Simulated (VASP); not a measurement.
# Lu2Si2O (P4/mmm) in VASP: notebook, part 2 of 2

VASP 6.6.1. The steps go on from the part before.

### Step 4. Single point, PBE

This run uses another cell than the first one, of 20.65 Å³/atom.

INCAR reads:

```
SYSTEM = Lu2Si2O
PREC     = Accurate       ! precision mode
ENCUT    = 520            ! plane-wave cutoff, eV
EDIFF    = 1E-7           ! SCF threshold, eV
ISMEAR   = 0              ! smearing method
SIGMA    = 0.1            ! smearing width, eV
LREAL    = .False.        ! projectors in reciprocal space
LASPH    = .True.         ! aspherical terms in the spheres
NELM     = 60             ! most SCF steps
ALGO     = Normal         ! electronic algorithm
ISIF     = 2              ! what is computed and relaxed
LWAVE    = .False.        ! write WAVECAR
LCHARG   = .False.        ! write CHGCAR
GGA      = PE             ! functional
NBANDS   = 40             ! bands
```

KPOINTS reads:

```
Automatic mesh
0
Gamma
  4 4 4
  0 0 0
```

POSCAR reads:

```
Lu2Si2O
1.0
    3.8781673500      0.0000000000      0.0000000000
    0.0000000000      3.8781673500      0.0000000000
    0.0000000000      0.0000000000      6.8634950200
Lu Si O
2 2 1
Direct
    0.5000000000      0.5000000000      0.2160526700
    0.5000000000      0.5000000000      0.7839473300
    0.0000000000      0.0000000000      0.3854227300
    0.0000000000      0.0000000000      0.6145772700
    0.0000000000      0.0000000000      0.0000000000
```

Potentials or basis: VASP PAW PBE potentials, release 64 (Lu, Si, O).

Command:

```console
$ cat potpaw_PBE.64/Lu/POTCAR potpaw_PBE.64/Si/POTCAR potpaw_PBE.64/O/POTCAR > POTCAR
$ mpirun -np 1 vasp_std > vasp.out
```

OUTCAR:

```text
SYSTEM = Lu2Si2O
   PREC = Accurate
   ENCUT = 520
   EDIFF = 1E-7
   ISMEAR = 0
   LREAL = .False.
   LASPH = .True.
   NELM = 60
   ISIF = 2
   GGA = PE

 ion  position               nearest neighbor table
   1  0.500  0.500  0.216-   2 2.97   3 2.98   3 2.98   3 2.98   3 2.98
   2  0.500  0.500  0.784-   1 2.97   4 2.98   4 2.98   4 2.98   4 2.98
   3  0.000  0.000  0.385-   4 1.57   1 2.98   1 2.98   1 2.98   1 2.98
   4  0.000  0.000  0.615-   3 1.57   2 2.98   2 2.98   2 2.98   2 2.98
   5  0.000  0.000  0.000-

 -----------------------------------------------------------------------------
|                                                                             |
|           W    W    AA    RRRRR   N    N  II  N    N   GGGG   !!!           |
|           W    W   A  A   R    R  NN   N  II  NN   N  G    G  !!!           |
|           W    W  A    A  R    R  N N  N  II  N N  N  G       !!!           |
|           W WW W  AAAAAA  RRRRR   N  N N  II  N  N N  G  GGG   !            |
|           WW  WW  A    A  R   R   N   NN  II  N   NN  G    G                |
|           W    W  A    A  R    R  N    N  II  N    N   GGGG   !!!           |
|                                                                             |
|     The distance between some ions is very small. Please check the          |
|     nearest-neighbor list in the OUTCAR file.                               |
|     I HOPE YOU KNOW WHAT YOU ARE DOING!                                     |
|                                                                             |
 -----------------------------------------------------------------------------

  LATTYP: Found a simple tetragonal cell.
 ALAT       =     3.8781673500
 C/A-ratio  =     1.7697779391

  Lattice vectors:

 A1 = (   3.8781673500,   0.0000000000,   0.0000000000)
 A2 = (   0.0000000000,   3.8781673500,   0.0000000000)
 A3 = (   0.0000000000,   0.0000000000,   6.8634950200)

Analysis of symmetry for initial positions (statically):
=====================================================================
 Subroutine PRICEL returns:
 Original cell was already a primitive cell.

 Routine SETGRP: Setting up the symmetry group for a
 simple tetragonal supercell.

 Subroutine GETGRP returns: Found 16 space group operations
 (whereof 16 operations were pure point group operations)
 out of a pool of 16 trial point group operations.

The static configuration has the point symmetry D_4h.

Analysis of symmetry for dynamics (positions and initial velocities):
=====================================================================
 Subroutine PRICEL returns:
 Original cell was already a primitive cell.

 Routine SETGRP: Setting up the symmetry group for a
 simple tetragonal supercell.

 Subroutine GETGRP returns: Found 16 space group operations
 (whereof 16 operations were pure point group operations)
 out of a pool of 16 trial point group operations.

The dynamic configuration has the point symmetry D_4h.

 Subroutine INISYM returns: Found 16 space group operations
 (whereof 16 operations are pure point group operations),
 and found     1 'primitive' translations

----------------------------------------------------------------------------------------

                                     Primitive cell

  volume of cell :     103.2282

  direct lattice vectors                    reciprocal lattice vectors
[... 67 lines left out ...]
  0.500000  0.500000  0.500000      1.000000
   k-points           NKPTS =     18   k-points in BZ     NKDIM =     18   number of bands    NBANDS=     40
   number of dos      NEDOS =    301   number of ions     NIONS =      5
   total plane-waves  NPLWV =  48600
   dimension x,y,z NGX =    30 NGY =   30 NGZ =   54
   dimension x,y,z NGXF=    60 NGYF=   60 NGZF=  108
   ions per type =               2   2   1
   NGX,Y,Z   is equivalent  to a cutoff of  12.86, 12.86, 13.08 a.u.
   NGXF,Y,Z  is equivalent  to a cutoff of  25.72, 25.72, 26.16 a.u.
 SYSTEM =  Lu2Si2O
   PREC   = accura    normal or accurate (medium, high low for compatibility)
   ISTART =      0    job   : 0-new  1-cont  2-samecut
   ICHARG =      2    charge: 1-file 2-atom 10-const
   ISPIN  =      1    spin polarized calculation?
   LNONCOLLINEAR =      F non collinear calculations
   LSORBIT =      F    spin-orbit coupling
   LASPH  =      T    aspherical Exc in radial PAW
   ENCUT  =  520.0 eV  38.22 Ry    6.18 a.u.   7.21  7.21 12.76*2*pi/ulx,y,z
   NELM   =     60;   NELMIN=  2; NELMDL= -5     # of ELM steps
   EDIFF  = 0.1E-06   stopping-criterion for ELM
   LREAL  =      F    real-space projection
   EDIFFG = 0.1E-05   stopping-criterion for IOM
   NSW    =      0    number of steps for IOM
   IBRION =     -1    ionic relax: 0-MD 1-quasi-New 2-CG
   NFREE  =      0    steps in history (QN), initial steepest desc. (CG)
   ISIF   =      2    stress and relaxation
   ISYM   =      2    0-nonsym 1-usesym 2-fastsym
   POTIM  = 0.5000    time-step for ionic-motion
   TEBEG  =    0.0;   TEEND  =   0.0 temperature during run
   PSTRESS=    0.0 pullay stress
   NELECT =      64.0000    total number of electrons
   NUPDOWN=      -1.0000    fix difference up-down
   EMIN   =  10.00;   EMAX   =-10.00  energy-range for DOS
   EFERMI =   0.00;   METHOD = LEGACY
   ISMEAR =     0;   SIGMA  =   0.10  broadening in eV -4-tet -1-fermi 0-gaus
   EFERMI_NEDOS =   21; number of points for ismear=-14 and -15
   IALGO  =     38    algorithm
   IMIX   =      4    mixing-type and parameters
     AMIX     =   0.40;   BMIX     =  1.00
     AMIX_MAG =   1.60;   BMIX_MAG =  1.00
  volume/ion in A,a.u.               =      20.65       139.32
  Fermi-wavevector in a.u.,A,eV,Ry     =   1.395946  2.637956 26.513208  1.948666
  Thomas-Fermi vector in A             =   2.519348
   LORBIT       =      0    0 simple, 1 ext, 2 COOP (PROOUT), +10 PAW based schemes
   GGA     = PE    functional components
   LHFCALC =     F    Hartree Fock is set to
   AEXX    =    0.0000 exact exchange contribution
   IVDW    =     0    specifies the selected vdW correction
   LEPSILON=     F    determine dielectric tensor
   LRPA    =     F    only Hartree local field effects (RPA)
 non-spin polarized calculation
 Gauss-broadening in eV      SIGMA  =   0.10
  energy-cutoff  :      520.00
  volume of cell :      103.23
 maximum number of plane-waves:      2800
 NGX is ok and might be reduce to    30
   NGX = 15   NGY = 15   NGZ = 25

 number of electron      64.0000002 magnetization

 Free energy of the ion-electron system (eV)
  ---------------------------------------------------
  ext. energy  EPLUGINS =         0.00000000
  ---------------------------------------------------
  free energy    TOTEN  =       -17.65438059 eV

  energy without entropy =      -17.61833067  energy(sigma->0) =      -17.63635563

 E-fermi :   3.9432     XC(G=0): -10.3488

 val. band max:        3.8803575043   @ k =   0.5000   0.5000   0.0000
 cond. band min:       3.9449312264   @ k =   0.2500   0.2500   0.2500
 fundamental gap:      0.0645737221
 Fermi energy:         3.9432111875

 k-point     1 :       0.0000    0.0000    0.0000
  band No.  band energies     occupation
      1     -52.9479      2.00000
      2     -52.9123      2.00000
      3     -23.9083      2.00000
      4     -23.5482      2.00000
      5     -23.5482      2.00000
      6     -23.4881      2.00000
[... 763 lines left out ...]
     39       8.3730      0.00000
     40       8.3732      0.00000

------------------------ aborting loop because EDIFF is reached ----------------------------------------

  FORCE on cell =-STRESS in cart. coord.  units (eV):
  Direction    XX          YY          ZZ          XY          YZ          ZX
  --------------------------------------------------------------------------------------
  -------------------------------------------------------------------------------------
  Total       -7.0313240     -7.0313240     54.1740590      0.0000000     -0.0000000      0.0000000
  in kB     -109.1312875   -109.1312875    840.8209894      0.0000000     -0.0000000      0.0000000
  external PRESSURE =     207.5194715 kB  Pullay stress =       0.0000000 kB

 VOLUME and BASIS-vectors are now :
 -----------------------------------------------------------------------------
  energy-cutoff  :      520.00
  volume of cell :      103.23
      direct lattice vectors                 reciprocal lattice vectors
     3.878167350  0.000000000  0.000000000     0.257853751  0.000000000  0.000000000
     0.000000000  3.878167350  0.000000000     0.000000000  0.257853751  0.000000000
     0.000000000  0.000000000  6.863495020     0.000000000  0.000000000  0.145698365

 POSITION                                       TOTAL-FORCE (eV/Angst)
 -----------------------------------------------------------------------------------
      1.93908      1.93908      1.48288         0.000000      0.000000      1.129739
      1.93908      1.93908      5.38062        -0.000000      0.000000     -1.129739
      0.00000      0.00000      2.64535         0.000000     -0.000000    -32.820574
      0.00000      0.00000      4.21815         0.000000     -0.000000     32.820574
      0.00000      0.00000      0.00000         0.000000     -0.000000      0.000000
 -----------------------------------------------------------------------------------
    total drift:                                0.000000      0.000000      0.000000

  FREE ENERGIE OF THE ION-ELECTRON SYSTEM (eV)
  ---------------------------------------------------
  free  energy   TOTEN  =       -17.6543805856 eV

  energy  without entropy=      -17.6183306682  energy(sigma->0) =      -17.63635563
```

Wall time 69 s (1 thread of Intel Xeon 6975P-C (Granite Rapids), shared host); peak memory 0.25 GiB.

What came out:

```yaml
Free_energy: -17.6544 eV
Pressure: 20.8 GPa
Largest_force: 32.821 eV/Å
Band_gap_on_the_k_mesh: zero (bands 32 and 33 overlap by 1.00 eV)
```

Forces in eV/Å, atoms in the order of the input:
```
Lu    0.000   0.000   1.130
Lu    0.000   0.000  -1.130
Si    0.000   0.000 -32.821
Si    0.000   0.000  32.821
O     0.000   0.000   0.000
```

Caveat: the k points lie up to 0.41 Å⁻¹ apart, too coarse for converged energies and pressures of a metal; spin-orbit coupling is left out, which moves the levels of the heavy elements; forces of over 1 eV/Å act on the atoms, so gaps and moduli don't describe the material at rest.

### Step 5. Summary

```tsv
cell	k mesh	gap on the mesh (eV)	pressure (GPa)	largest force (eV/Å)
a = 3.042, b = 3.042, c = 9.082 Å, 5 atoms, atomic positions A	4 × 4 × 4	none	0.3	0.04
a = 2.977, b = 2.977, c = 9.309 Å, 5 atoms, atomic positions B	6 × 6 × 2	none	0.4	0.02
a = 3.878, b = 3.878, c = 6.863 Å, 5 atoms, atomic positions C	4 × 4 × 4	none	20.8	32.82
```

Alike in all rows: task single point; level PBE; potentials or basis VASP PAW PBE potentials, release 64 (Lu, Si, O); no spin polarisation; cutoff (eV) 520; smearing gaussian 0.1 eV.

Caveats: some runs use coarse meshes; spin-orbit coupling is left out, which moves the levels of the heavy elements; forces of over 1 eV/Å act on the atoms, so gaps and moduli don't describe the material at rest (at least some runs).

Absolute energies hang on the potentials; compare differences alone.

The gap in the log of VASP goes by the Fermi energy; the results here count the filled bands.